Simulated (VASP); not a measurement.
Runs of VASP 6.6.1 on PtSe2. The structure is that of space group P-3m1 (No. 164), or close to it. The cells are those of the table. 

```csv
cell,k mesh,cutoff (eV),smearing,gap on the mesh (eV),pressure (GPa),largest force (eV/Å)
"a = 3.755, b = 3.755, c = 4.786 Å, angles 90.0, 90.0, 120.0°, 3 atoms",12 × 12 × 8,500,fermi-dirac 0.15 eV,none,(a),0.02
"a = 3.570, b = 3.570, c = 4.002 Å, angles 90.0, 90.0, 120.0°, 3 atoms",12 × 12 × 8,520,fermi-dirac 0.15 eV,none,50.6,0.03
"a = 3.761, b = 3.761, c = 4.859 Å, angles 90.0, 90.0, 120.0°, 3 atoms",12 × 12 × 8,520,fermi-dirac 0.15 eV,none,0.1,0.01
"a = 3.761, b = 8.129 Å, angles 46.1, 60.0, 90.0°, 3 atoms",9 × 5 × 17,520,gaussian 0.1 eV,none,0.1,0.02
"a = 3.761, b = 8.129 Å, angles 133.9, 60.0, 90.0°, 3 atoms",9 × 5 × 17,520,gaussian 0.1 eV,none,0.1,0.01
```

Alike in all rows: task single point; level PBEsol; potentials or basis VASP PAW PBE potentials, release 64 (Pt, Se); no spin polarisation.

**Question.** Estimate the missing entries.

**Answer.** (a) 1.1.

Caveats: the PAW data sets were made with another functional, which shifts forces and pressure a little; spin-orbit coupling is left out, which moves the levels of the heavy elements.

A k mesh can miss the band edges, and the runs leave out spin-orbit coupling on Pt, Se.

A gap of «none» marks levels without a gap at the run's occupations.
